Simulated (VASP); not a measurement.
# Na4H in VASP: notebook

Runs on Na4H. Level: PBE. Tasks: single point.

All numbers are computed with VASP 6.6.1; they aren't measurements. Logs are shortened: lines on timing, memory, paths and dates and some standing lists are left out, and cuts for length are marked.

### Step 1. The cell of the first run

The cell holds a slab with vacuum, 10 atoms: a = 7.267 Å, b = 7.267 Å, c = 20.967 Å, α = 90.00°, β = 90.00°, γ = 109.47°.

### Step 2. Single point, PBE

INCAR

```
SYSTEM = Na4H
PREC = Accurate
ENCUT = 520
EDIFF = 1E-6
ISMEAR = 0
SIGMA = 0.1
LREAL = .FALSE.
LASPH = .TRUE.
NELM = 80
ALGO = Normal
ISIF = 2
LWAVE = .FALSE.
LCHARG = .FALSE.
LDIPOL = .TRUE.
IDIPOL = 3
DIPOL = 0.5 0.5 0.280
GGA = PE
NBANDS = 40
```

KPOINTS

```
Automatic mesh
0
G
  4 4 1
  0 0 0
```

POSCAR

```
Na4H
1.0
    7.2665057608      0.0000000000      0.0000000000
   -2.4221685869      6.8509273320      0.0000000000
    0.0000000000      0.0000000000     20.9665385532
Na H
8 2
Direct
    0.2500000000      0.2500000000      0.1907801800
    0.2500000000      0.7500000000      0.1907801800
    0.7500000000      0.2500000000      0.1907801800
    0.7500000000      0.7500000000      0.1907801800
    0.0000000000      0.0000000000      0.3322693699
    0.0000000000      0.5000000000      0.3322693699
    0.5000000000      0.0000000000      0.3322693699
    0.5000000000      0.5000000000      0.3322693699
   -0.0447257610      0.7500000000      0.3537321401
    0.0447257610      0.7500000000      0.3537321401
```

Potentials or basis: VASP PAW PBE potentials, release 64 (Na_pv, H).

On the command line:

```bash
$ cat potpaw_PBE.64/Na_pv/POTCAR potpaw_PBE.64/H/POTCAR > POTCAR
$ mpirun -np 1 vasp_std > vasp.out
```

OUTCAR:

```text
SYSTEM = Na4H
   PREC = Accurate
   ENCUT = 520
   EDIFF = 1E-6
   ISMEAR = 0
   LREAL = .FALSE.
   LASPH = .TRUE.
   NELM = 80
   ISIF = 2
   GGA = PE

 ion  position               nearest neighbor table
   1  0.250  0.250  0.191-
   2  0.250  0.750  0.191-
   3  0.750  0.250  0.191-
   4  0.750  0.750  0.191-
   5  0.000  0.000  0.332-   9 1.79
   6  0.000  0.500  0.332-  10 1.79
   7  0.500  0.000  0.332-
   8  0.500  0.500  0.332-
   9  0.955  0.750  0.354-  10 0.65   5 1.79
  10  0.045  0.750  0.354-   9 0.65   6 1.79

  LATTYP: Found a base centered orthorhombic cell.
 ALAT       =     8.3906381142
 B/A-ratio  =     1.4142135624
 C/A-ratio  =     2.4988014342

  Lattice vectors:

 A1 = (   7.2665057608,   0.0000000000,   0.0000000000)
 A2 = (  -2.4221685869,   6.8509273320,   0.0000000000)
 A3 = (   0.0000000000,   0.0000000000,  20.9665385532)

Analysis of symmetry for initial positions (statically):
=====================================================================
 Subroutine PRICEL returns:
 Original cell was already a primitive cell.

 Routine SETGRP: Setting up the symmetry group for a
 base centered orthorhombic supercell.

 Subroutine GETGRP returns: Found  2 space group operations
 (whereof  1 operations were pure point group operations)
 out of a pool of  8 trial point group operations.

The static configuration has the point symmetry C_1 .
 The point group associated with its full space group is C_2 .

Analysis of symmetry for dynamics (positions and initial velocities):
=====================================================================
 Subroutine PRICEL returns:
 Original cell was already a primitive cell.

 Routine SETGRP: Setting up the symmetry group for a
 base centered orthorhombic supercell.

 Subroutine GETGRP returns: Found  2 space group operations
 (whereof  1 operations were pure point group operations)
 out of a pool of  8 trial point group operations.

The dynamic configuration has the point symmetry C_1 .
 The point group associated with its full space group is C_2 .

 Subroutine INISYM returns: Found  2 space group operations
 (whereof  1 operations are pure point group operations),
 and found     1 'primitive' translations
[... 105 lines left out ...]
   TEBEG  =    0.0;   TEEND  =   0.0 temperature during run
   PSTRESS=    0.0 pullay stress
   NELECT =      58.0000    total number of electrons
   NUPDOWN=      -1.0000    fix difference up-down
   EMIN   =  10.00;   EMAX   =-10.00  energy-range for DOS
   EFERMI =   0.00;   METHOD = LEGACY
   ISMEAR =     0;   SIGMA  =   0.10  broadening in eV -4-tet -1-fermi 0-gaus
   EFERMI_NEDOS =   21; number of points for ismear=-14 and -15
   IALGO  =     38    algorithm
   IMIX   =      4    mixing-type and parameters
     AMIX     =   0.40;   BMIX     =  1.00
     AMIX_MAG =   1.60;   BMIX_MAG =  1.00
  volume/ion in A,a.u.               =     104.38       704.37
  Fermi-wavevector in a.u.,A,eV,Ry     =   0.624717  1.180545  5.309970  0.390272
  Thomas-Fermi vector in A             =   1.685372
   LORBIT       =      0    0 simple, 1 ext, 2 COOP (PROOUT), +10 PAW based schemes
   GGA     = PE    functional components
   LHFCALC =     F    Hartree Fock is set to
   AEXX    =    0.0000 exact exchange contribution
   IVDW    =     0    specifies the selected vdW correction
   LEPSILON=     F    determine dielectric tensor
   LRPA    =     F    only Hartree local field effects (RPA)
 non-spin polarized calculation
 Gauss-broadening in eV      SIGMA  =   0.10
  energy-cutoff  :      520.00
  volume of cell :     1043.76
 maximum number of plane-waves:     28122
   NGX = 27   NGY = 27   NGZ = 77

 dipolmoment           0.000000      0.000000      0.046379 electrons x Angstroem

 number of electron      57.9999952 magnetization

 dipolmoment           0.000000      0.000000     -0.029730 electrons x Angstroem

 Free energy of the ion-electron system (eV)
  ---------------------------------------------------
  ext. energy  EPLUGINS =         0.00000000
  ---------------------------------------------------
  free energy    TOTEN  =       -14.51950002 eV

  energy without entropy =      -14.49923212  energy(sigma->0) =      -14.50936607

 E-fermi :  -1.8170     XC(G=0):  -2.6020

 val. band max:       -1.8632215461   @ k =  -0.2500   0.2500   0.0000
 cond. band min:      -1.8094353766   @ k =   0.0000   0.0000   0.0000
 fundamental gap:      0.0537861695
 Fermi energy:        -1.8169638495

 k-point     1 :       0.0000    0.0000    0.0000
  band No.  band energies     occupation
      1     -27.3943      2.00000
      2     -27.3370      2.00000
      3     -27.2990      2.00000
      4     -27.2939      2.00000
      5     -27.2799      2.00000
      6     -27.2770      2.00000
[... 419 lines left out ...]
     39       1.4095      0.00000
     40       1.4392      0.00000

------------------------ aborting loop because EDIFF is reached ----------------------------------------

 vacuum level on the upper side and lower side of the slab       (xc-potential included)        -0.152        -0.029

  FORCE on cell =-STRESS in cart. coord.  units (eV):
  Direction    XX          YY          ZZ          XY          YZ          ZX
  --------------------------------------------------------------------------------------
  -------------------------------------------------------------------------------------
  Total        4.2951018      3.4751004      0.1662437     -1.4289465      0.0000000      0.0000000
  in kB        6.5929886      5.3342851      0.2551844     -2.1934353      0.0000000      0.0000000
  external PRESSURE =       4.0608193 kB  Pullay stress =       0.0000000 kB

 VOLUME and BASIS-vectors are now :
 -----------------------------------------------------------------------------
  energy-cutoff  :      520.00
  volume of cell :     1043.76
      direct lattice vectors                 reciprocal lattice vectors
     7.266505761  0.000000000  0.000000000     0.137617726  0.048655214  0.000000000
    -2.422168587  6.850927332  0.000000000     0.000000000  0.145965641  0.000000000
     0.000000000  0.000000000 20.966538553     0.000000000  0.000000000  0.047695045

 POSITION                                       TOTAL-FORCE (eV/Angst)
 -----------------------------------------------------------------------------------
      1.21108      1.71273      4.00000        -0.002826     -0.008008      0.042040
      0.00000      5.13820      4.00000         0.019706      0.007872     -0.008544
      4.84434      1.71273      4.00000         0.002826      0.008008      0.042040
      3.63325      5.13820      4.00000        -0.019706     -0.007872     -0.008544
      0.00000      0.00000      6.96654        -0.416165      1.572892     -0.474141
     -1.21108      3.42546      6.96654         0.416165     -1.572892     -0.474141
      3.63325      0.00000      6.96654         0.121273      0.040996     -0.021383
      2.42217      3.42546      6.96654        -0.121273     -0.040996     -0.021383
      5.12488      5.13820      7.41654        -5.283329     -0.852002      0.462028
     -1.49163      5.13820      7.41654         5.283329      0.852002      0.462028
 -----------------------------------------------------------------------------------
    total drift:                               -0.000000     -0.000000     -0.005995

  FREE ENERGIE OF THE ION-ELECTRON SYSTEM (eV)
  ---------------------------------------------------
  free  energy   TOTEN  =       -14.5195000205 eV

  energy  without entropy=      -14.4992321158  energy(sigma->0) =      -14.50936607

 vacuum level on the upper side and lower side of the slab         0.970         1.078
```

OSZICAR:

```text
N       E                     dE             d eps       ncg     rms          rms(c)
DAV:   1     0.366790532581E+03    0.36679E+03   -0.27018E+04  1096   0.104E+03
DAV:   2     0.395790882023E+01   -0.36283E+03   -0.35958E+03   896   0.334E+02
DAV:   3    -0.153787263349E+02   -0.19337E+02   -0.19231E+02   936   0.881E+01
[... 14 lines left out ...]
DAV:  18    -0.145194664686E+02   -0.15035E-04   -0.12554E-06   608   0.326E-03    0.569E-04
DAV:  19    -0.145194891777E+02   -0.22709E-04   -0.83357E-07   624   0.192E-03    0.607E-04
DAV:  20    -0.145194945544E+02   -0.53767E-05   -0.11749E-07   640   0.958E-04    0.309E-04
DAV:  21    -0.145194996810E+02   -0.51265E-05   -0.18906E-07   624   0.805E-04    0.112E-04
DAV:  22    -0.145195000205E+02   -0.33957E-06   -0.10885E-08   632   0.514E-04
   1 F= -.14519500E+02 E0= -.14509366E+02  d E =-.202679E-01
```

stdout:

```text
POSCAR found type information on POSCAR NaH
 POSCAR found :  2 types and      10 ions
 scaLAPACK will be used
 LDA part: xc-table for (Slater+PW92), standard interpolation
 POSCAR, INCAR and KPOINTS ok, starting setup
 FFT: planning ... GRIDC
 FFT: planning ... GRID_SOFT
 FFT: planning ... GRID
 WAVECAR not read
 entering main loop
```

Wall time 9.2 min (1 thread of Intel Xeon 6975P-C (Granite Rapids), shared host); peak memory 1.1 GiB.

Results:

| Quantity | Value |
| --- | --- |
| Free energy | -14.5195 eV |
| Largest force | 5.371 eV/Å |
| Band gap on the k mesh | zero (bands 29 and 30 overlap by 0.56 eV) |

Forces in eV/Å, atoms in the order of the input:
```
Na  -0.003 -0.008  0.042
Na   0.020  0.008 -0.009
Na   0.003  0.008  0.042
Na  -0.020 -0.008 -0.009
Na  -0.416  1.573 -0.474
Na   0.416 -1.573 -0.474
Na   0.121  0.041 -0.021
Na  -0.121 -0.041 -0.021
H   -5.283 -0.852  0.462
H    5.283  0.852  0.462
```

### Step 3. Single point, PBE

INCAR

```
PREC     = Accurate       # precision mode
ENCUT    = 520            # plane-wave cutoff, eV
EDIFF    = 1E-6           # SCF threshold, eV
ISMEAR   = 0              # smearing method
SIGMA    = 0.1            # smearing width, eV
LREAL    = False          # projectors in reciprocal space
LASPH    = True           # aspherical terms in the spheres
NELM     = 100            # most SCF steps
ALGO     = Normal         # electronic algorithm
ISIF     = 2              # what is computed and relaxed
LWAVE    = False          # write WAVECAR
LCHARG   = False          # write CHGCAR
LDIPOL   = True         
IDIPOL   = 3            
DIPOL    = 0.5 0.5 0.286
GGA      = PE             # functional
NBANDS   = 40             # bands
```

KPOINTS

```
Automatic mesh
0
Gamma
  4 4 1
```

Edit POSCAR of step 2 so:

```diff
@@ -16,3 +16,3 @@
     0.5000000000      0.5000000000      0.3322693699
-   -0.0447257610      0.7500000000      0.3537321401
-    0.0447257610      0.7500000000      0.3537321401
+   -0.0447257610      0.7500000000      0.3842569689
+    0.0447257610      0.7500000000      0.3842569689
```

Potentials or basis: VASP PAW PBE potentials, release 64 (Na_pv, H).

On the command line:

```bash
$ cat potpaw_PBE.64/Na_pv/POTCAR potpaw_PBE.64/H/POTCAR > POTCAR
$ mpirun -np 1 vasp_std > vasp.out
```

OUTCAR:

```text
PREC = Accurate
   ENCUT = 520
   EDIFF = 1E-6
   ISMEAR = 0
   LREAL = False
   LASPH = True
   NELM = 100
   ISIF = 2
   GGA = PE

 ion  position               nearest neighbor table
   1  0.250  0.250  0.191-
   2  0.250  0.750  0.191-
   3  0.750  0.250  0.191-
   4  0.750  0.750  0.191-
   5  0.000  0.000  0.332-
   6  0.000  0.500  0.332-
   7  0.500  0.000  0.332-
   8  0.500  0.500  0.332-
   9  0.955  0.750  0.384-  10 0.65
  10  0.045  0.750  0.384-   9 0.65

  LATTYP: Found a base centered orthorhombic cell.
 ALAT       =     8.3906381142
 B/A-ratio  =     1.4142135624
 C/A-ratio  =     2.4988014342

  Lattice vectors:

 A1 = (   7.2665057608,   0.0000000000,   0.0000000000)
 A2 = (  -2.4221685869,   6.8509273320,   0.0000000000)
 A3 = (   0.0000000000,   0.0000000000,  20.9665385532)

Analysis of symmetry for initial positions (statically):
=====================================================================
 Subroutine PRICEL returns:
 Original cell was already a primitive cell.

 Routine SETGRP: Setting up the symmetry group for a
 base centered orthorhombic supercell.

 Subroutine GETGRP returns: Found  2 space group operations
 (whereof  1 operations were pure point group operations)
 out of a pool of  8 trial point group operations.

The static configuration has the point symmetry C_1 .
 The point group associated with its full space group is C_2 .

Analysis of symmetry for dynamics (positions and initial velocities):
=====================================================================
 Subroutine PRICEL returns:
 Original cell was already a primitive cell.

 Routine SETGRP: Setting up the symmetry group for a
 base centered orthorhombic supercell.

 Subroutine GETGRP returns: Found  2 space group operations
 (whereof  1 operations were pure point group operations)
 out of a pool of  8 trial point group operations.

The dynamic configuration has the point symmetry C_1 .
 The point group associated with its full space group is C_2 .
[... 134 lines left out ...]
  volume of cell :     1043.76
 maximum number of plane-waves:     28122
   NGX = 27   NGY = 27   NGZ = 77

 dipolmoment           0.000000      0.000000      0.009487 electrons x Angstroem

 number of electron      57.9999952 magnetization

 dipolmoment           0.000000      0.000000     -0.058559 electrons x Angstroem

 Free energy of the ion-electron system (eV)
  ---------------------------------------------------
  ext. energy  EPLUGINS =         0.00000000
  ---------------------------------------------------
  free energy    TOTEN  =       -15.12609222 eV

  energy without entropy =      -15.10472819  energy(sigma->0) =      -15.11541021

 E-fermi :  -1.7656     XC(G=0):  -2.6095

 val. band max:       -1.8075439454   @ k =   0.0000   0.2500   0.0000
 cond. band min:      -1.7031801982   @ k =   0.5000   0.0000   0.0000
 fundamental gap:      0.1043637472
 Fermi energy:        -1.7655853441

 k-point     1 :       0.0000    0.0000    0.0000
  band No.  band energies     occupation
      1     -27.2504      2.00000
      2     -27.2247      2.00000
      3     -27.2063      2.00000
      4     -27.1949      2.00000
      5     -27.1924      2.00000
      6     -27.1896      2.00000
[... 419 lines left out ...]
     39       1.3855      0.00000
     40       1.4480      0.00000

------------------------ aborting loop because EDIFF is reached ----------------------------------------

 vacuum level on the upper side and lower side of the slab       (xc-potential included)        -0.111         0.097

  FORCE on cell =-STRESS in cart. coord.  units (eV):
  Direction    XX          YY          ZZ          XY          YZ          ZX
  --------------------------------------------------------------------------------------
  -------------------------------------------------------------------------------------
  Total        3.6316090      0.3875684      0.5094906     -0.6149398      0.0000000      0.0000000
  in kB        5.5745261      0.5949182      0.7820689     -0.9439337      0.0000000      0.0000000
  external PRESSURE =       2.3171710 kB  Pullay stress =       0.0000000 kB

 VOLUME and BASIS-vectors are now :
 -----------------------------------------------------------------------------
  energy-cutoff  :      520.00
  volume of cell :     1043.76
      direct lattice vectors                 reciprocal lattice vectors
     7.266505761  0.000000000  0.000000000     0.137617726  0.048655214  0.000000000
    -2.422168587  6.850927332  0.000000000     0.000000000  0.145965641  0.000000000
     0.000000000  0.000000000 20.966538553     0.000000000  0.000000000  0.047695045

 POSITION                                       TOTAL-FORCE (eV/Angst)
 -----------------------------------------------------------------------------------
      1.21108      1.71273      4.00000         0.002000     -0.001170      0.031702
      0.00000      5.13820      4.00000         0.010839      0.001770      0.018096
      4.84434      1.71273      4.00000        -0.002000      0.001170      0.031702
      3.63325      5.13820      4.00000        -0.010839     -0.001770      0.018096
      0.00000      0.00000      6.96654        -0.168679      0.594227     -0.408019
     -1.21108      3.42546      6.96654         0.168679     -0.594227     -0.408019
      3.63325      0.00000      6.96654         0.111584      0.037254     -0.034236
      2.42217      3.42546      6.96654        -0.111584     -0.037254     -0.034236
      5.12488      5.13820      8.05654        -5.247317     -0.336709      0.392458
     -1.49163      5.13820      8.05654         5.247317      0.336709      0.392458
 -----------------------------------------------------------------------------------
    total drift:                               -0.000000     -0.000000     -0.006063

  FREE ENERGIE OF THE ION-ELECTRON SYSTEM (eV)
  ---------------------------------------------------
  free  energy   TOTEN  =       -15.1260922224 eV

  energy  without entropy=      -15.1047281883  energy(sigma->0) =      -15.11541021

 vacuum level on the upper side and lower side of the slab         0.912         1.084
```

stdout:

```text
POSCAR found type information on POSCAR NaH
 POSCAR found :  2 types and      10 ions
 scaLAPACK will be used
 LDA part: xc-table for (Slater+PW92), standard interpolation
 POSCAR, INCAR and KPOINTS ok, starting setup
 FFT: planning ... GRIDC
 FFT: planning ... GRID_SOFT
 FFT: planning ... GRID
 WAVECAR not read
 entering main loop
```

Wall time 8.4 min (1 thread of Intel Xeon 6975P-C (Granite Rapids), shared host); peak memory 1.1 GiB.

Results:

```yaml
Free_energy: -15.1261 eV
Largest_force: 5.273 eV/Å
Band_gap_on_the_k_mesh: zero (bands 29 and 30 overlap by 0.60 eV)
```

Forces in eV/Å, atoms in the order of the input:
```
Na   0.002 -0.001  0.032
Na   0.011  0.002  0.018
Na  -0.002  0.001  0.032
Na  -0.011 -0.002  0.018
Na  -0.169  0.594 -0.408
Na   0.169 -0.594 -0.408
Na   0.112  0.037 -0.034
Na  -0.112 -0.037 -0.034
H   -5.247 -0.337  0.392
H    5.247  0.337  0.392
```

(Part 1 of 2 ends here.)

The gap in the log of VASP goes by the Fermi energy; the results here count the filled bands.